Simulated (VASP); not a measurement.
# Al30Ga (a cell with a defect) in VASP: single point with PBEsol

Aim: the single point of Al30Ga (a cell with a defect) with PBEsol.

Everything below comes from runs of VASP 6.6.1. Logs are shortened: lines on timing, memory, paths and dates and some standing lists are left out, and cuts for length are marked.

## Step 1: The cell of the first run

The cell holds a defect, 31 atoms: a = 8.100 Å, b = 8.100 Å, c = 8.100 Å, α = 90.00°, β = 90.00°, γ = 90.00°.

## Step 2: Single point, PBEsol

The input, INCAR:

```
  ALGO = Normal
  EDIFF = 1E-6
  ENCUT = 520
  GGA = PS
  ISIF = 2
  ISMEAR = 0
  LASPH = T
  LCHARG = T
  LELF = T
  LREAL = Auto
  LVHAR = T
  LWAVE = F
  NBANDS = 72
  NELM = 60
  PREC = Accurate
  SIGMA = 0.15
```

The input, KPOINTS:

```
k-points
0
Gamma
  3 3 3
```

The input, POSCAR:

```
Al30Ga
1.0
    8.1000000000      0.0000000000      0.0000000000
    0.0000000000      8.1000000000      0.0000000000
    0.0000000000      0.0000000000      8.1000000000
Al Ga
30 1
Direct
    0.5023503704      0.0022582716      0.0004161728
    0.7464793827     -0.0043044444      0.2596311111
    0.2482462963      0.2467141975      0.0004111111
    0.5029334568      0.4968719753      0.0004167901
    0.7530674074      0.7515358025      0.0004255556
    0.2473809877     -0.0020766667      0.2490554321
    0.5032140741      0.2510739506      0.2490837037
    0.7487138272      0.4966088889      0.2491118519
    0.4967737037     -0.0019158025      0.5004111111
    0.7501600000      0.2496274074      0.5004077778
    0.7464797531     -0.0043275309      0.7411918519
   -0.0024703704      0.4974422222      0.0004383951
    0.2476946914      0.7521113580      0.0004225926
    0.0040877778      0.2533253086      0.2596240741
    0.2505050617      0.4997167901      0.2513586420
    0.5000693827      0.7493002469      0.2513701235
    0.0004190123     -0.0006327160      0.5004069136
    0.2538175309      0.2509356790      0.5004034568
    0.5006613580      0.4991233333      0.5004301235
    0.7488672840      0.7459671605      0.5004182716
    0.2473828395     -0.0021041975      0.7517732099
    0.5032095062      0.2510593827      0.7517465432
    0.7487355556      0.4965627160      0.7517460494
    0.0018976543      0.7524209877      0.2490516049
    0.0017266667      0.5030209877      0.5004108642
    0.2499361728      0.7498503704      0.5004282716
    0.0041180247      0.2532943210      0.7411818519
    0.2505043210      0.4996959259      0.7494950617
    0.5000929630      0.7492617284      0.7494865432
    0.0018816049      0.7523985185      0.7517932099
    0.8758372840      0.1239851852      0.0003583951
```

Potentials or basis: VASP PAW PBE potentials, release 64 (Al, Ga_d).

Launch:

```bash
cat potpaw_PBE.64/Al/POTCAR potpaw_PBE.64/Ga_d/POTCAR > POTCAR
mpirun -np 1 vasp_std > vasp.out
```

OUTCAR:

```text
EDIFF = 1E-6
   ENCUT = 520
   GGA = PS
   ISIF = 2
   ISMEAR = 0
   LASPH = T
   LREAL = Auto
   NELM = 60
   PREC = Accurate

 ion  position               nearest neighbor table
   1  0.502  0.002  0.000-  22 2.85   7 2.85   3 2.86   5 2.87   2 2.88  11 2.88   6 2.88  21 2.88
                            16 2.89  29 2.89  13 2.89
   2  0.746  0.996  0.260-  31 2.57   9 2.81  20 2.81  16 2.82  10 2.83  17 2.83   7 2.86  24 2.86
                             1 2.88   5 2.88  14 2.95
   3  0.248  0.247  0.000-   6 2.85  21 2.85   1 2.86  12 2.87  27 2.88  14 2.88  22 2.89   7 2.89
                            28 2.89  15 2.89   4 2.89
   4  0.503  0.497  0.000-   7 2.83  23 2.83   8 2.83  22 2.83  29 2.88  28 2.88  15 2.88  16 2.88
                             5 2.89   3 2.89  13 2.92
   5  0.753  0.752  0.000-  30 2.85  24 2.85  12 2.86   1 2.87   2 2.88  11 2.88   8 2.88  23 2.89
                            29 2.89  16 2.89   4 2.89
   6  0.247  0.998  0.249-  24 2.81  13 2.83   3 2.85  17 2.85  14 2.86  26 2.86   9 2.87  16 2.87
                             1 2.88  18 2.89   7 2.92
   7  0.503  0.251  0.249-   8 2.81   4 2.83   1 2.85  10 2.85   2 2.86  19 2.86  18 2.87  15 2.87
                             3 2.89   9 2.89   6 2.92
   8  0.749  0.497  0.249-   7 2.81   4 2.83  12 2.85  10 2.85  14 2.86  19 2.86  20 2.87  16 2.87
                             5 2.88  25 2.89  24 2.92
   9  0.497  0.998  0.500-   2 2.81  11 2.81  26 2.84  18 2.84  16 2.85  29 2.85   6 2.87  21 2.87
[... 28 lines left out ...]
                             5 2.89  25 2.89  30 2.92
  24  0.002  0.752  0.249-   6 2.81  13 2.83   5 2.85  17 2.85   2 2.86  26 2.86  25 2.87  15 2.87
                            12 2.88  20 2.89   8 2.92
  25  0.002  0.503  0.500-  14 2.81  27 2.81  26 2.84  20 2.84  15 2.85  28 2.85  24 2.87  30 2.87
                            18 2.89   8 2.89  23 2.89  10 2.89
  26  0.250  0.750  0.500-  25 2.84   9 2.84  17 2.86  16 2.86  15 2.86  29 2.86  28 2.86  21 2.86
                            24 2.86  30 2.86   6 2.86  19 2.87
  27  0.004  0.253  0.741-  31 2.57  18 2.81  25 2.81  28 2.82  17 2.83  10 2.83  23 2.86  21 2.86
                             3 2.88  12 2.89  11 2.95
  28  0.251  0.500  0.749-  27 2.82  18 2.85  25 2.85  29 2.86  26 2.86  19 2.86  30 2.87  22 2.87
                            13 2.88   4 2.88   3 2.89  12 2.89
  29  0.500  0.749  0.749-  11 2.82  20 2.85   9 2.85  28 2.86  19 2.86  26 2.86  23 2.87  21 2.87
                             4 2.88  13 2.88   5 2.89   1 2.89
  30  0.002  0.752  0.752-  21 2.81  13 2.83   5 2.85  17 2.85  11 2.86  26 2.86  25 2.87  28 2.87
                            12 2.88  20 2.89  23 2.92
  31  0.876  0.124  0.000-  27 2.57  11 2.57  14 2.57   2 2.57

  LATTYP: Found a simple cubic cell.
 ALAT       =     8.1000000000

  Lattice vectors:

 A1 = (   8.1000000000,   0.0000000000,   0.0000000000)
 A2 = (   0.0000000000,   8.1000000000,   0.0000000000)
 A3 = (   0.0000000000,   0.0000000000,   8.1000000000)

Analysis of symmetry for initial positions (statically):
=====================================================================
 Subroutine PRICEL returns:
 Original cell was already a primitive cell.

 Routine SETGRP: Setting up the symmetry group for a
 simple cubic supercell.

 Subroutine GETGRP returns: Found  1 space group operations
 (whereof  1 operations were pure point group operations)
 out of a pool of 48 trial point group operations.

The static configuration has the point symmetry C_1 .

Analysis of symmetry for dynamics (positions and initial velocities):
=====================================================================
 Subroutine PRICEL returns:
 Original cell was already a primitive cell.

 Routine SETGRP: Setting up the symmetry group for a
 simple cubic supercell.

 Subroutine GETGRP returns: Found  1 space group operations
 (whereof  1 operations were pure point group operations)
 out of a pool of 48 trial point group operations.

The dynamic configuration has the point symmetry C_1 .

 Subroutine INISYM returns: Found  1 space group operations
 (whereof  1 operations are pure point group operations),
 and found     1 'primitive' translations

----------------------------------------------------------------------------------------

                                     Primitive cell

  volume of cell :     531.4410

  direct lattice vectors                    reciprocal lattice vectors
     8.100000000  0.000000000  0.000000000     0.123456790  0.000000000  0.000000000
     0.000000000  8.100000000  0.000000000     0.000000000  0.123456790  0.000000000
     0.000000000  0.000000000  8.100000000     0.000000000  0.000000000  0.123456790
[... 85 lines left out ...]

  Length of vectors
     0.041152263  0.041152263  0.041152263

  Shift w.r.t. Gamma in fractional coordinates (k-lattice)
     0.000000000  0.000000000  0.000000000

 Subroutine IBZKPT returns following result:
 ===========================================

 Found     14 irreducible k-points:

 Following reciprocal coordinates:
            Coordinates               Weight
  0.000000  0.000000  0.000000      1.000000
  0.333333  0.000000  0.000000      2.000000
  0.000000  0.333333  0.000000      2.000000
  0.000000  0.000000  0.333333      2.000000
  0.333333  0.333333  0.000000      2.000000
  0.000000  0.333333  0.333333      2.000000
  0.333333  0.000000  0.333333      2.000000
 -0.333333  0.333333  0.000000      2.000000
 -0.333333  0.000000  0.333333      2.000000
  0.000000 -0.333333  0.333333      2.000000
  0.333333  0.333333  0.333333      2.000000
 -0.333333  0.333333  0.333333      2.000000
 -0.333333 -0.333333  0.333333      2.000000
  0.333333 -0.333333  0.333333      2.000000
   k-points           NKPTS =     14   k-points in BZ     NKDIM =     14   number of bands    NBANDS=     72
   number of dos      NEDOS =    301   number of ions     NIONS =     31
   total plane-waves  NPLWV = 216000
   dimension x,y,z NGX =    60 NGY =   60 NGZ =   60
   dimension x,y,z NGXF=   120 NGYF=  120 NGZF=  120
   ions per type =              30   1
   NGX,Y,Z   is equivalent  to a cutoff of  12.31, 12.31, 12.31 a.u.
   NGXF,Y,Z  is equivalent  to a cutoff of  24.63, 24.63, 24.63 a.u.
 SYSTEM =  unknown system
   PREC   = accura    normal or accurate (medium, high low for compatibility)
   ISTART =      0    job   : 0-new  1-cont  2-samecut
   ICHARG =      2    charge: 1-file 2-atom 10-const
   ISPIN  =      1    spin polarized calculation?
   LNONCOLLINEAR =      F non collinear calculations
   LSORBIT =      F    spin-orbit coupling
   LASPH  =      T    aspherical Exc in radial PAW
   ENCUT  =  520.0 eV  38.22 Ry    6.18 a.u.  15.06 15.06 15.06*2*pi/ulx,y,z
   NELM   =     60;   NELMIN=  2; NELMDL= -5     # of ELM steps
   EDIFF  = 0.1E-05   stopping-criterion for ELM
   LREAL  =      T    real-space projection
   EDIFFG = 0.1E-04   stopping-criterion for IOM
   NSW    =      0    number of steps for IOM
   IBRION =     -1    ionic relax: 0-MD 1-quasi-New 2-CG
   NFREE  =      0    steps in history (QN), initial steepest desc. (CG)
   ISIF   =      2    stress and relaxation
   ISYM   =      2    0-nonsym 1-usesym 2-fastsym
   POTIM  = 0.5000    time-step for ionic-motion
   TEBEG  =    0.0;   TEEND  =   0.0 temperature during run
   PSTRESS=    0.0 pullay stress
   NELECT =     103.0000    total number of electrons
   NUPDOWN=      -1.0000    fix difference up-down
   EMIN   =  10.00;   EMAX   =-10.00  energy-range for DOS
   EFERMI =   0.00;   METHOD = LEGACY
   ISMEAR =     0;   SIGMA  =   0.15  broadening in eV -4-tet -1-fermi 0-gaus
   EFERMI_NEDOS =   21; number of points for ismear=-14 and -15
   IALGO  =     38    algorithm
   IMIX   =      4    mixing-type and parameters
     AMIX     =   0.40;   BMIX     =  1.00
     AMIX_MAG =   1.60;   BMIX_MAG =  1.00
  volume/ion in A,a.u.               =      17.14       115.69
  Fermi-wavevector in a.u.,A,eV,Ry     =   0.947405  1.790335 12.212259  0.897576
  Thomas-Fermi vector in A             =   2.075495
   LORBIT       =      0    0 simple, 1 ext, 2 COOP (PROOUT), +10 PAW based schemes
   GGA     = PS    functional components
   LHFCALC =     F    Hartree Fock is set to
   AEXX    =    0.0000 exact exchange contribution
   IVDW    =     0    specifies the selected vdW correction
   LEPSILON=     F    determine dielectric tensor
   LRPA    =     F    only Hartree local field effects (RPA)
 non-spin polarized calculation
 Gauss-broadening in eV      SIGMA  =   0.15
  energy-cutoff  :      520.00
  volume of cell :      531.44
 maximum number of plane-waves:     14358
   NGX = 31   NGY = 31   NGZ = 31

 number of electron     103.0000017 magnetization

 Free energy of the ion-electron system (eV)
  ---------------------------------------------------
  ext. energy  EPLUGINS =         0.00000000
  ---------------------------------------------------
  free energy    TOTEN  =      -125.31412464 eV

  energy without entropy =     -125.15899968  energy(sigma->0) =     -125.23656216

 E-fermi :   7.3755     XC(G=0): -10.1429

 val. band max:        7.3421233528   @ k =   0.3333   0.3333   0.0000
 cond. band min:       7.3762131988   @ k =   0.3333   0.3333   0.3333
 fundamental gap:      0.0340898460
 Fermi energy:         7.3754788871

 k-point     1 :       0.0000    0.0000    0.0000
  band No.  band energies     occupation
      1      -7.5426      2.00000
      2      -7.5350      2.00000
      3      -7.5071      2.00000
      4      -7.4895      2.00000
      5      -7.4862      2.00000
      6      -3.4692      2.00000
[... 913 lines left out ...]
     62       9.2100      0.00000
     63       9.4223      0.00000
 [bands above 63 left out]

------------------------ aborting loop because EDIFF is reached ----------------------------------------

  FORCE on cell =-STRESS in cart. coord.  units (eV):
  Direction    XX          YY          ZZ          XY          YZ          ZX
  --------------------------------------------------------------------------------------
  -------------------------------------------------------------------------------------
  Total       -7.8691729     -7.8653728     -4.9352037      1.2907325     -0.0013893     -0.0009654
  in kB      -23.7238197    -23.7123632    -14.8785501      3.8912736     -0.0041884     -0.0029106
  external PRESSURE =     -20.7715777 kB  Pullay stress =       0.0000000 kB

 VOLUME and BASIS-vectors are now :
 -----------------------------------------------------------------------------
  energy-cutoff  :      520.00
  volume of cell :      531.44
      direct lattice vectors                 reciprocal lattice vectors
     8.100000000  0.000000000  0.000000000     0.123456790  0.000000000  0.000000000
     0.000000000  8.100000000  0.000000000     0.000000000  0.123456790  0.000000000
     0.000000000  0.000000000  8.100000000     0.000000000  0.000000000  0.123456790

 POSITION                                       TOTAL-FORCE (eV/Angst)
 -----------------------------------------------------------------------------------
      4.06904      0.01829      0.00337         0.034209      0.023267     -0.000213
      6.04648      8.06513      2.10301        -0.097098     -0.092721      0.193441
      2.01080      1.99838      0.00333        -0.035948     -0.019154     -0.000148
      4.07376      4.02466      0.00338        -0.021565      0.020766     -0.001267
      6.09985      6.08744      0.00345         0.020300      0.034968      0.000541
      2.00379      8.08318      2.01735        -0.005321      0.008643     -0.015905
[... 23 lines left out ...]
      0.01524      6.09443      6.08953        -0.008447      0.005202      0.014687
      7.09428      1.00428      0.00290         0.003779     -0.004636      0.002610
 -----------------------------------------------------------------------------------
    total drift:                                0.018812     -0.024644      0.023053

  FREE ENERGIE OF THE ION-ELECTRON SYSTEM (eV)
  ---------------------------------------------------
  free  energy   TOTEN  =      -125.3141246448 eV

  energy  without entropy=     -125.1589996770  energy(sigma->0) =     -125.23656216
```

It took 3.7 min on 1 thread of Intel Xeon 6975P-C (Granite Rapids), shared host; peak memory 0.66 GiB.

What came out:

| Property | Result |
| --- | --- |
| Free energy | -125.3141 eV |
| Pressure | -2.1 GPa |
| Largest force | 0.241 eV/Å |
| Band gap on the k mesh | zero (an odd number of electrons rules out a gap without spin polarisation) |

Forces in eV/Å, atoms in the order of the input:
```
Al   0.034  0.023  0.000
Al  -0.097 -0.093  0.193
Al  -0.036 -0.019  0.000
Al  -0.022  0.021 -0.001
Al   0.020  0.035  0.001
Al  -0.005  0.009 -0.016
Al   0.005 -0.008 -0.015
Al   0.008 -0.004 -0.017
Al  -0.084  0.034  0.000
Al  -0.008  0.007  0.003
Al  -0.098 -0.094 -0.197
Al  -0.023 -0.034 -0.001
Al   0.018 -0.018 -0.001
Al   0.093  0.097  0.195
Al   0.025  0.021 -0.013
Al  -0.023 -0.026 -0.013
Al   0.013 -0.015  0.003
Al   0.081 -0.038 -0.001
Al  -0.012  0.011  0.003
Al   0.039 -0.080 -0.001
Al  -0.005  0.009  0.014
Al   0.003 -0.009  0.017
Al   0.009 -0.002  0.016
Al  -0.009  0.007 -0.017
Al  -0.035  0.085  0.000
Al   0.015 -0.014  0.002
Al   0.094  0.099 -0.198
Al   0.027  0.021  0.013
Al  -0.023 -0.028  0.013
Al  -0.008  0.005  0.015
Ga   0.004 -0.005  0.003
```

Caveat: the PAW data sets were made with another functional, which shifts forces and pressure a little.
